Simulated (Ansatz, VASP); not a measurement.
ScRu3 in VASP and in Ansatz

```
Ru Sc
1.0
     3.88521    0.00000    0.00000
     0.00000    3.88521    0.00000
     0.00000    0.00000    3.88521
Ru Sc
3 1
Direct
  0.50000 0.50000 0.00000
  0.50000 0.00000 0.50000
  0.00000 0.50000 0.50000
  0.00000 0.00000 0.00000
```

Alike in both runs: task single point; functional PBE; k mesh 7 × 7 × 7; occupations fermi-dirac, width 0.05 eV; no spin polarisation.

```csv
,VASP,Ansatz
version,VASP 6.6.1,Ansatz 0.2.0
potentials or method,"VASP PAW PBE potentials, release 64 (Ru_pv, Sc_sv)",Ansatz PAW
plane-wave cutoff (eV),520,420
valence electrons in the cell,53,59
```

Ansatz gave:

- gap on the k mesh at the Fermi level (eV): none
- pressure (GPa): 7.1

Question: Which values does VASP return?

Answer: gap on the k mesh at the Fermi level (eV): none; pressure (GPa): 7.3.

A gap of «none» marks a metal or a gap that the smearing closes. VASP's potentials hold 53 valence electrons a cell and Ansatz's 59, so a difference there can come from the potentials and not from the codes.
